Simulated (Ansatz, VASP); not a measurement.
# Two plane-wave programs on BC15

```xyz
16
Lattice="0.0000 3.5617 3.5617 3.5617 0.0000 3.5617 3.5617 3.5617 0.0000" Properties=species:S:1:pos:R:3 pbc="T T T"
C     0.0000    0.0000    0.0000
C     1.7809    1.7809    0.0000
C     1.7809    0.0000    1.7809
C     3.5570    1.7855    1.7855
C     0.0000    1.7809    1.7809
C     1.7855    3.5570    1.7855
C     1.7855    1.7855    3.5570
C     3.5570    3.5570    3.5570
C     0.8904    0.8904    0.8904
C     2.6713    2.6713    0.8904
C     2.6713    0.8904    2.6713
C     4.4521    2.6713    2.6713
C     0.8904    2.6713    2.6713
C     2.6713    4.4521    2.6713
C     2.6713    2.6713    4.4521
B     4.4521    4.4521    4.4521
```

Alike in both runs: task single point; functional r2SCAN; k mesh 6 × 6 × 6; occupations fermi-dirac, width 0.0408 eV; collinear spin.

|  | VASP | Ansatz |
| --- | --- | --- |
| version | VASP 6.6.1 | Ansatz 0.2.0 |
| potentials or method | VASP PAW PBE potentials, release 64 (C, B), cutoff 580 eV | PAW plane waves |
| valence electrons in the cell | 63 | 63 |

Ansatz gave:

```
pressure (GPa)                     : 8.3
rms of the force components (eV/Å) : 0.365
net moment per atom (μB)           : 0.00
```

Problem. Estimate VASP's values.

Solution. Pressure (GPa): 8.8; rms of the force components (eV/Å): 0.361; net moment per atom (μB): 0.00.

VASP's potentials were made for PBE, not for r2SCAN. Atom by atom the forces differ by 0.005 eV/Å (rms over components). Ansatz's warnings: seeded moment not kept, stability check not made.
